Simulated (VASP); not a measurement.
## BiB: single point with PBE

The system is BiB.

```
CELL_PARAMETERS angstrom
3.80989 0.00000 0.00000
-1.90494 3.29946 0.00000
0.00000 0.00000 6.27533
ATOMIC_POSITIONS crystal
B 0.33333 0.66667 0.00011
B 0.66667 0.33333 0.50011
Bi 0.33333 0.66667 0.37489
Bi 0.66667 0.33333 0.87489
```

This cell differs from its parent crystal: volume changed by -6%.

* Program: VASP 6.6.1
* Task: single point
* Functional: PBE
* Potentials or basis: VASP PAW PBE potentials, release 64 (B, Bi_d)
* Cutoff: 520 eV
* k mesh: 6 × 6 × 4
* Occupations: fermi-dirac, width 0.02 eV
* Spin: no spin polarisation
* Dipole correction: no
* Further INCAR settings: ALGO = Normal; EDIFF = 1e-06; NBANDS = 26

| Quantity | Value |
| --- | --- |
| Pressure | 5.1 GPa |
| Largest force | 0.019 eV/Å |
| Band gap on the k mesh | 0.21 eV, direct |

Forces in eV/Å, atoms in the order of the input:
```
B    0.000  0.000  0.019
B    0.000  0.000  0.019
Bi   0.000  0.000 -0.019
Bi   0.000  0.000 -0.019
```

Stress tensor (GPa, compression positive):
```
5.15 0.00 0.00
0.00 5.15 0.00
0.00 0.00 5.00
```

Levels at points of the mesh, in eV from the valence-band top:
```tsv
k point	band 16	band 17	band 18	band 19	band 20	band 21
(0.00, 0.00, 0.00)	-0.23	0.00	0.00	0.21	0.70	2.60
(0.50, 0.00, 0.00)	-3.72	-3.31	-1.80	0.59	1.80	3.17
(0.00, 0.00, 0.50)	-1.08	-1.08	-1.08	0.90	0.90	3.74
(0.50, 0.00, 0.50)	-2.96	-2.92	-2.92	0.68	0.68	2.33
```

It took 29 s on 1 thread of Intel Xeon 6975P-C, on a shared host, peak memory 0.2 GiB.

Caveat: spin-orbit coupling is left out, which moves the levels of the heavy elements. A k mesh can miss the band edges.
